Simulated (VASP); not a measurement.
Set up this calculation in VASP 6.6.1, as the native input.

```
Task                   : single point
Functional             : PBE
Dispersion             : D3(BJ)
Potentials or basis    : VASP PAW PBE potentials, release 64 (Ga_d, N)
Cutoff                 : 520 eV
k mesh                 : 10 × 10 × 10
Occupations            : fermi-dirac, width 0.05 eV
Spin                   : no spin polarisation
Dipole correction      : no
Further INCAR settings : ALGO = Normal; EDIFF = 1e-06; NBANDS = 16
```

The structure of GaN lies in POSCAR:

```
GaN
1.0
    0.0000000000      2.2684248875      2.2684248875
    2.2684248875      0.0000000000      2.2684248875
    2.2684248875      2.2684248875      0.0000000000
Ga N
1 1
Direct
    0.0000000000      0.0000000000      0.0000000000
    0.2500000000      0.2500000000      0.2500000000
```

One way to write it, as run:

INCAR

```
  PREC = Accurate
  ENCUT = 520
  EDIFF = 1E-6
  ISMEAR = -1
  SIGMA = 0.05
  LREAL = False
  LASPH = True
  NELM = 60
  ALGO = Normal
  ISIF = 2
  LWAVE = False
  LCHARG = True
  GGA = PE
  IVDW = 12
  LELF = True
  LVHAR = True
  NBANDS = 16
```

KPOINTS

```
regular mesh
0
Gamma
  10 10 10
```

Potentials or basis: VASP PAW PBE potentials, release 64 (Ga_d, N).

Run with:

```bash
$ cat potpaw_PBE.64/Ga_d/POTCAR potpaw_PBE.64/N/POTCAR > POTCAR
$ mpirun -np 1 vasp_std > vasp.out
```

It gave:

```yaml
Pressure: -2.1 GPa
Band_gap_on_the_k_mesh: 1.60 eV, direct
Dispersion_energy_per_atom: -0.249 eV
```

It took 23 s on 1 thread of Intel Xeon 8259CL (shared host), peak memory 0.16 GiB.
